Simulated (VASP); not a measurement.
The system is GdO.

```
CELL_PARAMETERS angstrom
0.00000 2.64488 2.64488
2.64488 0.00000 2.64488
2.64488 2.64488 0.00000
ATOMIC_POSITIONS crystal
Gd 0.00000 0.00000 0.00000
O 0.75000 0.75000 0.75000
```

Program: VASP 6.6.1. Alike in all runs: task single point; potentials or basis VASP PAW PBE potentials, release 64 (Gd, O); spin collinear, ferromagnetic start; cell as given; k mesh 9 × 9 × 9; cutoff (eV) 520; smearing fermi-dirac 0.05 eV.

**Question.** Order these runs on this cell by their pressure, lowest first.
A. level r2SCAN
B. level PBEsol
C. level LDA

**Answer.** C (-1.7 GPa), B (1.6 GPa), A (4.7 GPa).

Caveats: the PAW data sets were made with another functional, which shifts forces and pressure a little; a cell with one magnetic atom can't hold antiferromagnetic order, which such compounds often take.
